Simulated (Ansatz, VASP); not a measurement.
# V in VASP and in Ansatz

INCAR

```
  PREC = Accurate
  ENCUT = 520
  EDIFF = 1E-8
  ISMEAR = -1
  SIGMA = 0.03
  LREAL = F
  LASPH = T
  NELM = 150
  ALGO = Normal
  ISIF = 2
  LWAVE = F
  LCHARG = F
  ISPIN = 2
  MAGMOM = 1.5
  LORBIT = 11
  LMAXMIX = 4
  GGA = PE
  LEFG = T
  NBANDS = 16
```

Contents of KPOINTS:

```
regular mesh
0
Gamma
  19 19 19
```

File POSCAR:

```
V
1.0
   -1.5230201596      1.5230201596      1.5230201596
    1.5230201596     -1.5230201596      1.5230201596
    1.5230201596      1.5230201596     -1.5230201596
V
1
Direct
    0.0000000000      0.0000000000      0.0000000000
```

Input for Ansatz:

```yaml
crystal:
  lattice:
    - [-1.5230201596, 1.5230201596, 1.5230201596]
    - [1.5230201596, -1.5230201596, 1.5230201596]
    - [1.5230201596, 1.5230201596, -1.5230201596]
  atoms:
    - { symbol: V, position: [0.0, 0.0, 0.0], spin: 1.5 }
magnetization:
  spin_polarized: true
kpoints:
  mp_grid: { grid: [19, 19, 19] }
scf:
  occupations: { method: fermi_dirac, width: 0.03 }
hamiltonian:
  xc: pbe
  pseudopotentials: { kind: all_electron, datasets: crystal }
output:
  forces: true
  stress: true
  eigenvalues: true
  efg: { contact_densities: true }
```

Change from the starting cell: volume scaled by 1.02, crystal datasets.

Alike in both runs: task electric field gradients; functional PBE; k mesh 19 × 19 × 19; occupations fermi-dirac, width 0.03 eV; collinear spin.

|  | VASP | Ansatz |
| --- | --- | --- |
| version | VASP 6.6.1 | Ansatz 0.2.0 |
| potentials or method | VASP PAW PBE potentials, release 64 (V_sv), cutoff 520 eV | all-electron PAW with datasets made for the crystal, scalar-relativistic |

Ansatz gave:

```
pressure (GPa)           : -8.2
net moment per atom (μB) : 0.00
```

Estimate VASP's values.

pressure (GPa): -8.0; net moment per atom (μB): 0.00.

Ansatz ran all-electron here, and VASP with PAW potentials. Ansatz's warnings: seeded moment not kept.
